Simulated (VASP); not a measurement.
# Bi (P6/mmm) in VASP: further runs, part 2 of 2

VASP 6.6.1. Earlier steps stand in the parts before.

## Step 4: Relaxation of cell and atoms, PBEsol, target pressure 360 GPa, at which the enthalpy is minimised

This run uses another cell than the first one, of 13.04 Å³/atom, 0.965 times its volume.

INCAR

```
SYSTEM = Bi
PREC     = Accurate       ! precision mode
ENCUT    = 600            ! plane-wave cutoff, eV
EDIFF    = 1E-7           ! SCF threshold, eV
ISMEAR   = -1             ! smearing method
SIGMA    = 0.08           ! smearing width, eV
LREAL    = .FALSE.        ! projectors in reciprocal space
LASPH    = .TRUE.         ! aspherical terms in the spheres
NELM     = 80             ! most SCF steps
ALGO     = Normal         ! electronic algorithm
ISIF     = 3              ! what is computed and relaxed
LWAVE    = .FALSE.        ! write WAVECAR
LCHARG   = .FALSE.        ! write CHGCAR
GGA      = PS             ! functional
IBRION   = 2              ! ionic algorithm
NSW      = 60             ! ionic steps
EDIFFG   = -0.005         ! ionic threshold
PSTRESS  = 3600.0
```

KPOINTS

```
regular mesh
0
G
  17 17 16
  0 0 0
```

POSCAR

```
Bi
1.0
    2.5208716426      0.0000000000      0.0000000000
   -1.2604358213      2.1831388822      0.0000000000
    0.0000000000      0.0000000000      2.3696193441
Bi
1
Direct
    0.0000000000      0.0000000000      0.0000000000
```

Run with:

```bash
> cat potpaw_PBE.64/Bi_d/POTCAR > POTCAR
> mpirun -np 1 vasp_std > vasp.out
```

Run time: 3.9 min. Hardware: 1 thread of AMD EPYC 9R45 (Zen 5), shared host; peak memory 0.14 GiB.

It converged, with:

| Property | Result |
| --- | --- |
| Free energy | 5.0261 eV |
| Relaxed volume | 13.53 Å³/atom |
| Relaxed cell | a = 2.551 Å, b = 2.551 Å, c = 2.400 Å, α = 90.00°, β = 90.00°, γ = 120.00° |
| Space group after relaxing (to 0.05 Å) | P6/mmm (No. 191) |
| Energy change on relaxing (the enthalpy is what falls) | -1163.0 meV/atom |
| Ionic steps | 10 |
| Pressure after relaxing | 360.0 GPa |

The path:
| step | energy change (eV) | largest force (eV/Å) | pressure (GPa) | volume (Å³) |
| --- | --- | --- | --- | --- |
| 1 | 0.0000 | 0.0000 | 408.31 | 13.04 |
| 2 | -9.3152 | 0.0000 | 51.21 | 21.96 |
| 3 | -1.5662 | 0.0000 | 343.49 | 13.71 |
| 4 | -1.1731 | 0.0000 | 359.56 | 13.53 |
| 5 | -1.1508 | 0.0000 | 360.48 | 13.52 |
| 6 | -1.1570 | 0.0000 | 360.41 | 13.52 |
| 7 | -1.1519 | 0.0000 | 360.45 | 13.52 |
| 8 | -1.1520 | 0.0000 | 360.46 | 13.52 |
| 9 | -1.2669 | 0.0000 | 355.74 | 13.57 |
| 10 | -1.1630 | 0.0000 | 360.01 | 13.53 |

Final structure:
```cif
data_structure
_symmetry_space_group_name_H-M 'P 1'
_symmetry_Int_Tables_number 1
_cell_length_a 2.5513
_cell_length_b 2.5513
_cell_length_c 2.3996
_cell_angle_alpha 90.000
_cell_angle_beta 90.000
_cell_angle_gamma 120.000
_cell_volume 13.53
loop_
_atom_site_label
_atom_site_type_symbol
_atom_site_fract_x
_atom_site_fract_y
_atom_site_fract_z
_atom_site_occupancy
Bi1 Bi 0.00000 0.00000 0.00000 1
```

Levels at points of the mesh, in eV from the Fermi level:
| k point | band 3 | band 4 | band 5 | band 6 | band 7 | band 8 | band 9 | band 10 | band 11 |
| --- | --- | --- | --- | --- | --- | --- | --- | --- | --- |
| (0.00, 0.00, 0.00) | -26.87 | -24.94 | -24.94 | -24.73 | 3.58 | 5.31 | 8.35 | 8.35 | 11.48 |
| (0.00, 0.00, 0.50) | -26.66 | -26.11 | -26.11 | -15.87 | -14.35 | 8.17 | 9.93 | 12.09 | 12.09 |

Caveat: the cell is relaxed towards a set pressure, so the enthalpy falls and the energy may rise; the PAW data sets were made with another functional, which shifts forces and pressure a little; spin-orbit coupling is left out, which moves the levels of the heavy elements.

## Step 5: Relaxation of cell and atoms, PBEsol, target pressure 360 GPa, at which the enthalpy is minimised

INCAR

```
SYSTEM = Bi
PREC     = Accurate       ! precision mode
ENCUT    = 600            ! plane-wave cutoff, eV
EDIFF    = 1E-6           ! SCF threshold, eV
ISMEAR   = -1             ! smearing method
SIGMA    = 0.08           ! smearing width, eV
LREAL    = .False.        ! projectors in reciprocal space
LASPH    = .True.         ! aspherical terms in the spheres
NELM     = 100            ! most SCF steps
ALGO     = Normal         ! electronic algorithm
ISIF     = 3              ! what is computed and relaxed
LWAVE    = .False.        ! write WAVECAR
LCHARG   = .False.        ! write CHGCAR
GGA      = PS             ! functional
IBRION   = 2              ! ionic algorithm
NSW      = 32             ! ionic steps
EDIFFG   = -0.005         ! ionic threshold
PSTRESS  = 3600.0
```

KPOINTS

```
regular mesh
0
Gamma
  17 17 16
  0 0 0
```

POSCAR

```
Bi
1.0
    2.5508172364      0.0000000000      0.0000000000
   -1.2754086182      2.2090725272      0.0000000000
    0.0000000000      0.0000000000      2.3993727593
Bi
1
Direct
    0.0000000000      0.0000000000      0.0000000000
```

Run with:

```bash
> cat potpaw_PBE.64/Bi_d/POTCAR > POTCAR
> mpirun -np 1 vasp_std > vasp.out
```

It took 2.2 min on 1 thread of AMD EPYC 9R45 (Zen 5), shared host; peak memory 0.14 GiB.

The run converged. Its results:

```yaml
Free_energy: 5.0249 eV
Relaxed_volume: 13.53 Å³/atom
Relaxed_cell: a = 2.551 Å, b = 2.551 Å, c = 2.400 Å, α = 90.00°, β = 90.00°, γ = 120.00°
Space_group_after_relaxing_to_0.05_Å: P6/mmm (No. 191)
Energy_change_on_relaxing_the_enthalpy_is_what_falls: -15.5 meV/atom
Ionic_steps: 10
Pressure_after_relaxing: 360.0 GPa
```

The path:
```tsv
step	energy change (eV)	largest force (eV/Å)	pressure (GPa)	volume (Å³)
1	0.0000	0.0000	360.56	13.52
2	-0.2056	0.0000	352.23	13.61
3	-0.0140	0.0000	360.06	13.53
4	-0.0156	0.0000	360.06	13.53
5	-0.0338	0.0000	359.37	13.54
6	-0.0173	0.0000	359.82	13.53
7	-0.0161	0.0000	359.95	13.53
8	0.0003	0.0000	360.54	13.52
9	-0.0144	0.0000	360.14	13.53
10	-0.0155	0.0000	360.05	13.53
```

Final structure:
```xyz
1
Lattice="2.5513 0.0000 0.0000 -1.2757 2.2095 0.0000 0.0000 0.0000 2.3997" Properties=species:S:1:pos:R:3 pbc="T T T"
Bi    0.0000    0.0000    0.0000
```

Levels at points of the mesh, in eV from the Fermi level:
| k point | band 3 | band 4 | band 5 | band 6 | band 7 | band 8 | band 9 | band 10 | band 11 |
| --- | --- | --- | --- | --- | --- | --- | --- | --- | --- |
| (0.00, 0.00, 0.00) | -26.87 | -24.94 | -24.94 | -24.73 | 3.58 | 5.31 | 8.35 | 8.35 | 11.48 |
| (0.00, 0.00, 0.50) | -26.66 | -26.11 | -26.11 | -15.87 | -14.35 | 8.17 | 9.93 | 12.09 | 12.09 |

Caveat: the cell is relaxed towards a set pressure, so the enthalpy falls and the energy may rise; the PAW data sets were made with another functional, which shifts forces and pressure a little; spin-orbit coupling is left out, which moves the levels of the heavy elements.

## Step 6: Overview

```tsv
task	cell	cutoff (eV)	gap on the mesh (eV)	pressure (GPa)
single point	a = 2.551, b = 2.551, c = 2.399 Å, angles 90.0, 90.0, 120.0°, 1 atom	520	none	360.9
relaxation of cell and atoms	relaxed to 360 GPa from a = 2.521, b = 2.521, c = 2.370 Å, angles 90.0, 90.0, 120.0°, 1 atom	600	none	360.0
relaxation of cell and atoms	relaxed to 360 GPa from a = 2.551, b = 2.551, c = 2.399 Å, angles 90.0, 90.0, 120.0°, 1 atom	600	none	360.0
```

Alike in all rows: level PBEsol; potentials or basis VASP PAW PBE potentials, release 64 (Bi_d); no spin polarisation; k mesh 17 × 17 × 16; smearing fermi-dirac 0.08 eV.

Caveats: the PAW data sets were made with another functional, which shifts forces and pressure a little; spin-orbit coupling is left out, which moves the levels of the heavy elements; the cell is relaxed towards a set pressure, so the enthalpy falls and the energy may rise (some runs).

Total energies depend on the potentials used, so only differences within one code and one set of settings carry meaning.
